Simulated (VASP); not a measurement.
# Ga4CN4 in VASP: a series of runs

Ga4CN4 is run at these levels: PBE; tasks: single point.

Program: VASP 6.6.1. These are calculated values, not measurements. Logs are shortened: lines on timing, memory, paths and dates and some standing lists are left out, and cuts for length are marked.

## 1. The cell of the first run

The cell holds a slab with vacuum, 9 atoms: a = 3.219 Å, b = 5.243 Å, c = 19.191 Å, α = 90.00°, β = 90.00°, γ = 90.00°.

## 2. Single point, PBE, collinear spin

The input, INCAR:

```
PREC = Accurate ; ENCUT = 520
EDIFF = 1E-6 ; ISMEAR = 0
SIGMA = 0.05 ; LREAL = F
LASPH = T ; NELM = 150
ALGO = Fast ; ISIF = 2
LWAVE = F ; LCHARG = F
ISPIN = 2 ; MAGMOM = 0 0 0 0 0 0 0 0 2
LORBIT = 11 ; LDIPOL = T
IDIPOL = 3 ; DIPOL = 0.5 0.5 0.326
GGA = PE ; NBANDS = 52
```

The input, KPOINTS:

```
Automatic mesh
0
Gamma
  8 5 1
```

The input, POSCAR:

```
Ga4CN4
1.0
    3.2186527183      0.0000000000      0.0000000000
    0.0000000000      5.2434880756      0.0000000000
    0.0000000000      0.0000000000     19.1910778357
Ga N C
4 4 1
Direct
    0.0000000000      0.0008659247      0.2084301900
    0.5000000000      0.5008659247      0.2568456576
    0.5000000000      0.9918618151      0.3610150165
    0.0000000000      0.4623164221      0.3897090822
    0.0000000000      0.6241340753      0.2084301900
    0.5000000000      0.1241340753      0.2568456576
    0.5000000000      0.6214454689      0.3602829978
    0.0000000000      0.1155219640      0.4007632037
    0.5000000000      0.9488552974      0.4922467831
```

Potentials or basis: VASP PAW PBE potentials, release 64 (Ga_d, N, C).

Run with:

```bash
$ cat potpaw_PBE.64/Ga_d/POTCAR potpaw_PBE.64/N/POTCAR potpaw_PBE.64/C/POTCAR > POTCAR
$ mpirun -np 1 vasp_std > vasp.out
```

OUTCAR:

```text
PREC = Accurate
   ENCUT = 520
   EDIFF = 1E-6
   ISMEAR = 0
   LREAL = F
   LASPH = T
   NELM = 150
   ISIF = 2
   ISPIN = 2
   LORBIT = 11
   GGA = PE

 ion  position               nearest neighbor table
   1  0.000  0.001  0.208-   6 1.97   6 1.97   5 1.98
   2  0.500  0.501  0.257-   5 1.97   5 1.97   6 1.98   7 2.08
   3  0.500  0.992  0.361-   8 1.90   8 1.90   7 1.94   6 2.12
   4  0.000  0.462  0.390-   8 1.83   7 1.90   7 1.90
   5  0.000  0.624  0.208-   2 1.97   2 1.97   1 1.98
   6  0.500  0.124  0.257-   1 1.97   1 1.97   2 1.98   3 2.12
   7  0.500  0.621  0.360-   4 1.90   4 1.90   3 1.94   2 2.08
   8  0.000  0.116  0.401-   4 1.83   3 1.90   3 1.90
   9  0.500  0.949  0.492-

  LATTYP: Found a simple orthorhombic cell.
 ALAT       =     3.2186527183
 B/A-ratio  =     1.6290940758
 C/A-ratio  =     5.9624568151

  Lattice vectors:

 A1 = (   3.2186527183,   0.0000000000,   0.0000000000)
 A2 = (   0.0000000000,   5.2434880756,   0.0000000000)
 A3 = (   0.0000000000,   0.0000000000,  19.1910778357)

Analysis of symmetry for initial positions (statically):
=====================================================================
 Subroutine PRICEL returns:
 Original cell was already a primitive cell.

 Routine SETGRP: Setting up the symmetry group for a
 simple orthorhombic supercell.

 Subroutine GETGRP returns: Found  2 space group operations
 (whereof  2 operations were pure point group operations)
 out of a pool of  8 trial point group operations.

The static configuration has the point symmetry C_1h.

Analysis of symmetry for dynamics (positions and initial velocities):
=====================================================================
 Subroutine PRICEL returns:
 Original cell was already a primitive cell.

 Routine SETGRP: Setting up the symmetry group for a
 simple orthorhombic supercell.

 Subroutine GETGRP returns: Found  2 space group operations
 (whereof  2 operations were pure point group operations)
 out of a pool of  8 trial point group operations.

The dynamic configuration has the point symmetry C_1h.

Analysis of structural, dynamic, and magnetic symmetry:
=====================================================================
 Subroutine PRICEL returns:
 Original cell was already a primitive cell.

 Routine SETGRP: Setting up the symmetry group for a
 simple orthorhombic supercell.

 Subroutine GETGRP returns: Found  2 space group operations
 (whereof  2 operations were pure point group operations)
 out of a pool of  8 trial point group operations.

The overall configuration has the point symmetry C_1h.

 Subroutine INISYM returns: Found  2 space group operations
 (whereof  2 operations are pure point group operations),
 and found     1 'primitive' translations

----------------------------------------------------------------------------------------

                                     Primitive cell

  volume of cell :     323.8872

  direct lattice vectors                    reciprocal lattice vectors
     3.218652718  0.000000000  0.000000000     0.310689002  0.000000000  0.000000000
     0.000000000  5.243488076  0.000000000     0.000000000  0.190712744  0.000000000
     0.000000000  0.000000000 19.191077836     0.000000000  0.000000000  0.052107548

  length of vectors
     3.218652718  5.243488076 19.191077836     0.310689002  0.190712744  0.052107548

  position of ions in fractional coordinates (direct lattice)
     0.000000000  0.000865925  0.208430190
     0.500000000  0.500865925  0.256845658
     0.500000000  0.991861815  0.361015016
     0.000000000  0.462316422  0.389709082
     0.000000000  0.624134075  0.208430190
     0.500000000  0.124134075  0.256845658
     0.500000000  0.621445469  0.360282998
     0.000000000  0.115521964  0.400763204
     0.500000000  0.948855297  0.492246783

  ion indices of the primitive-cell ions
   primitive index   ion index
                 1           1
                 2           2
                 3           3
                 4           4
                 5           5
                 6           6
                 7           7
                 8           8
                 9           9

----------------------------------------------------------------------------------------

 KPOINTS: Automatic mesh

Automatic generation of k-mesh.
 Grid dimensions read from file:
 generate k-points for:    8    5    1

 Generating k-lattice:

  Cartesian coordinates                     Fractional coordinates (reciprocal lattice)
     0.038836125  0.000000000  0.000000000     0.125000000  0.000000000  0.000000000
     0.000000000  0.038142549  0.000000000     0.000000000  0.200000000  0.000000000
     0.000000000  0.000000000  0.052107548     0.000000000  0.000000000  1.000000000

  Length of vectors
     0.038836125  0.038142549  0.052107548

  Shift w.r.t. Gamma in fractional coordinates (k-lattice)
     0.000000000  0.000000000  0.000000000

 Subroutine IBZKPT returns following result:
 ===========================================

 Found     15 irreducible k-points:

 Following reciprocal coordinates:
            Coordinates               Weight
  0.000000  0.000000  0.000000      1.000000
  0.125000  0.000000  0.000000      2.000000
  0.250000  0.000000  0.000000      2.000000
  0.375000  0.000000  0.000000      2.000000
  0.500000  0.000000  0.000000      1.000000
  0.000000  0.200000  0.000000      2.000000
  0.125000  0.200000  0.000000      4.000000
  0.250000  0.200000  0.000000      4.000000
  0.375000  0.200000  0.000000      4.000000
  0.500000  0.200000  0.000000      2.000000
  0.000000  0.400000  0.000000      2.000000
  0.125000  0.400000  0.000000      4.000000
  0.250000  0.400000  0.000000      4.000000
  0.375000  0.400000  0.000000      4.000000
  0.500000  0.400000  0.000000      2.000000
   k-points           NKPTS =     15   k-points in BZ     NKDIM =     15   number of bands    NBANDS=     52
   number of dos      NEDOS =    301   number of ions     NIONS =      9
   total plane-waves  NPLWV = 138240
   dimension x,y,z NGX =    24 NGY =   40 NGZ =  144
   dimension x,y,z NGXF=    48 NGYF=   80 NGZF=  288
   ions per type =               4   4   1
   NGX,Y,Z   is equivalent  to a cutoff of  12.40, 12.68, 12.47 a.u.
   NGXF,Y,Z  is equivalent  to a cutoff of  24.79, 25.36, 24.95 a.u.
 SYSTEM =  unknown system
   PREC   = accura    normal or accurate (medium, high low for compatibility)
   ISTART =      0    job   : 0-new  1-cont  2-samecut
   ICHARG =      2    charge: 1-file 2-atom 10-const
   ISPIN  =      2    spin polarized calculation?
   LNONCOLLINEAR =      F non collinear calculations
   LSORBIT =      F    spin-orbit coupling
   LASPH  =      T    aspherical Exc in radial PAW
   ENCUT  =  520.0 eV  38.22 Ry    6.18 a.u.   5.98  9.75 35.68*2*pi/ulx,y,z
   NELM   =    150;   NELMIN=  2; NELMDL= -5     # of ELM steps
   EDIFF  = 0.1E-05   stopping-criterion for ELM
   LREAL  =      F    real-space projection
   EDIFFG = 0.1E-04   stopping-criterion for IOM
   NSW    =      0    number of steps for IOM
   IBRION =     -1    ionic relax: 0-MD 1-quasi-New 2-CG
   NFREE  =      0    steps in history (QN), initial steepest desc. (CG)
   ISIF   =      2    stress and relaxation
   ISYM   =      2    0-nonsym 1-usesym 2-fastsym
   POTIM  = 0.5000    time-step for ionic-motion
   TEBEG  =    0.0;   TEEND  =   0.0 temperature during run
   PSTRESS=    0.0 pullay stress
   NELECT =      76.0000    total number of electrons
   NUPDOWN=      -1.0000    fix difference up-down
   EMIN   =  10.00;   EMAX   =-10.00  energy-range for DOS
   EFERMI =   0.00;   METHOD = LEGACY
   ISMEAR =     0;   SIGMA  =   0.05  broadening in eV -4-tet -1-fermi 0-gaus
   EFERMI_NEDOS =   21; number of points for ismear=-14 and -15
   IALGO  =     68    algorithm
   IMIX   =      4    mixing-type and parameters
     AMIX     =   0.40;   BMIX     =  1.00
     AMIX_MAG =   1.60;   BMIX_MAG =  1.00
  volume/ion in A,a.u.               =      35.99       242.86
  Fermi-wavevector in a.u.,A,eV,Ry     =   1.009752  1.908155 13.872491  1.019599
  Thomas-Fermi vector in A             =   2.142700
   LORBIT       =     11    0 simple, 1 ext, 2 COOP (PROOUT), +10 PAW based schemes
   GGA     = PE    functional components
   LHFCALC =     F    Hartree Fock is set to
   AEXX    =    0.0000 exact exchange contribution
   IVDW    =     0    specifies the selected vdW correction
   LEPSILON=     F    determine dielectric tensor
   LRPA    =     F    only Hartree local field effects (RPA)
 spin polarized calculation
 RMM-DIIS sequential band-by-band and
 Gauss-broadening in eV      SIGMA  =   0.05
  energy-cutoff  :      520.00
  volume of cell :      323.89
 maximum number of plane-waves:      8776
 NGX is ok and might be reduce to    24
   NGX = 11   NGY = 19   NGZ = 71

 dipolmoment           0.000000      0.000000     -0.015768 electrons x Angstroem

 number of electron      75.9999999 magnetization       1.9500017

 dipolmoment           0.000000      0.000000      0.121358 electrons x Angstroem

 Free energy of the ion-electron system (eV)
  ---------------------------------------------------
  ext. energy  EPLUGINS =         0.00000000
  ---------------------------------------------------
  free energy    TOTEN  =       -47.08549468 eV

  energy without entropy =      -47.08176194  energy(sigma->0) =      -47.08362831

 E-fermi :  -1.3298     XC(G=0):  -4.6084

 val. band max:       -1.3301104380   @ k =   0.1250   0.4000   0.0000
 cond. band min:      -1.3261113547   @ k =   0.5000   0.4000   0.0000
 fundamental gap:      0.0039990833
 Fermi energy:        -1.3298040328

 spin component 1

 k-point     1 :       0.0000    0.0000    0.0000
  band No.  band energies     occupation
      1     -18.5688      1.00000
      2     -17.9090      1.00000
      3     -17.6464      1.00000
      4     -16.8310      1.00000
      5     -16.6324      1.00000
      6     -16.5668      1.00000
[... 42 lines left out ...]
     49       4.5492      0.00000
     50       4.6737      0.00000
[... 740 lines left out ...]
     49       5.6973      0.00000
     50       6.3692      0.00000
 Fermi energy:        -1.3298040328

 spin component 2

 k-point     1 :       0.0000    0.0000    0.0000
  band No.  band energies     occupation
      1     -18.5301      1.00000
      2     -17.8867      1.00000
      3     -17.6386      1.00000
      4     -16.8211      1.00000
      5     -16.6298      1.00000
      6     -16.5644      1.00000
[... 42 lines left out ...]
     49       4.7669      0.00000
     50       4.8470      0.00000
[... 740 lines left out ...]
     49       5.7540      0.00000
     50       6.3982      0.00000
 [bands above 50 left out]

------------------------ aborting loop because EDIFF is reached ----------------------------------------

 vacuum level on the upper side and lower side of the slab       (xc-potential included)         0.508        -0.680

  FORCE on cell =-STRESS in cart. coord.  units (eV):
  Direction    XX          YY          ZZ          XY          YZ          ZX
  --------------------------------------------------------------------------------------
  -------------------------------------------------------------------------------------
  Total        0.1927456     -0.4522403     -2.1192684      0.0000000      1.7239279      0.0000000
  in kB        0.9534575     -2.2371032    -10.4834149      0.0000000      8.5277785      0.0000000
  external PRESSURE =      -3.9223535 kB  Pullay stress =       0.0000000 kB

 VOLUME and BASIS-vectors are now :
 -----------------------------------------------------------------------------
  energy-cutoff  :      520.00
  volume of cell :      323.89
      direct lattice vectors                 reciprocal lattice vectors
     3.218652718  0.000000000  0.000000000     0.310689002  0.000000000  0.000000000
     0.000000000  5.243488076  0.000000000     0.000000000  0.190712744  0.000000000
     0.000000000  0.000000000 19.191077836     0.000000000  0.000000000  0.052107548

 POSITION                                       TOTAL-FORCE (eV/Angst)
 -----------------------------------------------------------------------------------
      0.00000      0.00454      4.00000         0.000000     -1.687446      1.693741
      1.60933      2.62628      4.92915         0.000000      0.932601     -1.739056
      1.60933      5.20082      6.92827         0.000000     -0.555977     -0.302612
      0.00000      2.42415      7.47894         0.000000      0.781034      0.435084
      0.00000      3.27264      4.00000         0.000000      0.514298      0.730669
      1.60933      0.65090      4.92915         0.000000      0.246206     -0.609172
      1.60933      3.25854      6.91422         0.000000     -0.316193     -0.335147
      0.00000      0.60574      7.69108         0.000000      0.003557      0.125465
      1.60933      4.97531      9.44675         0.000000      0.081921      0.001028
 -----------------------------------------------------------------------------------
    total drift:                                0.000000      0.002420     -0.000080

  FREE ENERGIE OF THE ION-ELECTRON SYSTEM (eV)
  ---------------------------------------------------
  free  energy   TOTEN  =       -47.0854946824 eV

  energy  without entropy=      -47.0817619365  energy(sigma->0) =      -47.08362831

 vacuum level on the upper side and lower side of the slab         4.095         2.813

 total charge

# of ion       s       p       d       tot
------------------------------------------
    1        0.844   0.710  10.086  11.640
    2        0.792   0.826  10.141  11.758
    3        0.787   0.871  10.182  11.841
    4        0.847   0.858  10.153  11.859
    5        1.249   2.370   0.000   3.620
    6        1.249   2.430   0.000   3.679
    7        1.238   2.493   0.000   3.732
    8        1.254   2.447   0.000   3.701
    9        1.047   0.964   0.000   2.011
--------------------------------------------------
tot          9.309  13.968  40.562  63.840

 magnetization (x)

# of ion       s       p       d       tot
------------------------------------------
    1        0.005   0.006   0.000   0.011
    2        0.001   0.004   0.002   0.007
    3        0.006   0.008   0.010   0.024
    4        0.001   0.004   0.003   0.008
    5        0.001   0.013   0.000   0.014
    6        0.003   0.002   0.000   0.004
    7        0.005   0.026   0.000   0.031
    8        0.013   0.001   0.000   0.013
    9        0.034   0.843   0.000   0.877
--------------------------------------------------
tot          0.068   0.907   0.015   0.989
```

Wall time 24 min (1 thread of Oxide Virtual Turin-like, shared host); peak memory 0.63 GiB.

What came out:

| Property | Result |
| --- | --- |
| Free energy | -47.0855 eV |
| Largest force | 2.391 eV/Å |
| Net moment | 1.95 μB per cell |
| Site moments | Ga +0.01, +0.02 (each value once); N +0.01, +0.00, +0.03 (each value once); C +0.88 μB |
| Valence electrons inside the program's atomic spheres | Ga 11.64, 11.76, 11.84, 11.86; N 3.62, 3.68, 3.73, 3.70; C 2.01 |

Forces on the atoms (eV/Å):
```
Ga   0.000 -1.687  1.694
Ga   0.000  0.933 -1.739
Ga   0.000 -0.556 -0.303
Ga   0.000  0.781  0.435
N    0.000  0.514  0.731
N    0.000  0.246 -0.609
N    0.000 -0.316 -0.335
N    0.000  0.004  0.125
C    0.000  0.082  0.001
```

## 3. Single point, PBE, collinear spin

The input, INCAR:

```
SYSTEM = Ga4CN4
PREC     = Accurate       ! precision mode
ENCUT    = 520            ! plane-wave cutoff, eV
EDIFF    = 1E-6           ! SCF threshold, eV
ISMEAR   = 0              ! smearing method
SIGMA    = 0.05           ! smearing width, eV
LREAL    = .FALSE.        ! projectors in reciprocal space
LASPH    = .TRUE.         ! aspherical terms in the spheres
NELM     = 150            ! most SCF steps
ALGO     = Fast           ! electronic algorithm
ISIF     = 2              ! what is computed and relaxed
LWAVE    = .FALSE.        ! write WAVECAR
LCHARG   = .FALSE.        ! write CHGCAR
ISPIN    = 2              ! spin polarisation
MAGMOM   = 0 0 0 0 0 0 0 0 2 ! initial moments
LORBIT   = 11             ! projections on sites
LDIPOL   = .TRUE.       
IDIPOL   = 3            
DIPOL    = 0.5 0.5 0.323
GGA      = PE             ! functional
NBANDS   = 52             ! bands
```

The input, KPOINTS:

```
regular mesh
0
G
  8 5 1
  0 0 0
```

POSCAR, as its differences from that of step 2:

```diff
@@ -16,2 +16,2 @@
     0.0000000000      0.1155219640      0.4007632037
-    0.5000000000      0.9488552974      0.4922467831
+    0.5000000000      0.4488552974      0.4611921999
```

Potentials or basis: VASP PAW PBE potentials, release 64 (Ga_d, N, C).

Run with:

```bash
$ cat potpaw_PBE.64/Ga_d/POTCAR potpaw_PBE.64/N/POTCAR potpaw_PBE.64/C/POTCAR > POTCAR
$ mpirun -np 1 vasp_std > vasp.out
```

It took 20 min on 1 thread of Oxide Virtual Turin-like, shared host; peak memory 0.62 GiB.

Results (log left out):

```yaml
Free_energy: -47.4613 eV
Largest_force: 2.338 eV/Å
Net_moment: 0.75 μB per cell
Site_moments: Ga +0.01, +0.00, +0.02 (each value once); N -0.01, -0.00 (each value once); C +0.39 μB
Valence_electrons_inside_the_program's_atomic_spheres: Ga 11.64, 11.75, 11.84, 12.04; N 3.62, 3.67, 3.72, 3.70; C 2.09
```

Forces in eV/Å, atoms in the order of the input:
```
Ga   0.000 -1.509  1.785
Ga   0.000  0.621 -1.888
Ga   0.000  0.197  0.262
Ga   0.000  0.215  1.795
N    0.000  0.494  0.830
N    0.000  0.203 -0.905
N    0.000  0.089 -0.675
N    0.000 -1.580 -1.244
C    0.000  1.269  0.040
```

Levels at points of the mesh, in eV from the Fermi level:
Spin up:
| k point | band 36 | band 37 | band 38 | band 39 | band 40 | band 41 |
| --- | --- | --- | --- | --- | --- | --- |
| (0.00, 0.00, 0.00) | -1.19 | -0.88 | -0.55 | 0.45 | 0.65 | 1.05 |
| (0.50, 0.00, 0.00) | -2.23 | -1.29 | -0.73 | -0.17 | 1.33 | 1.35 |
Spin down:
```tsv
k point	band 34	band 35	band 36	band 37	band 38	band 39	band 40	band 41	band 42	band 43
(0.00, 0.00, 0.00)	-1.80	-1.53	-1.16	-0.88	0.24	0.99	1.23	1.24	2.63	3.90
(0.50, 0.00, 0.00)	-3.57	-2.69	-2.16	-1.30	-0.73	1.35	1.66	1.70	4.44	4.45
```

Caveat: a moment this small can come from the mesh or the smearing.
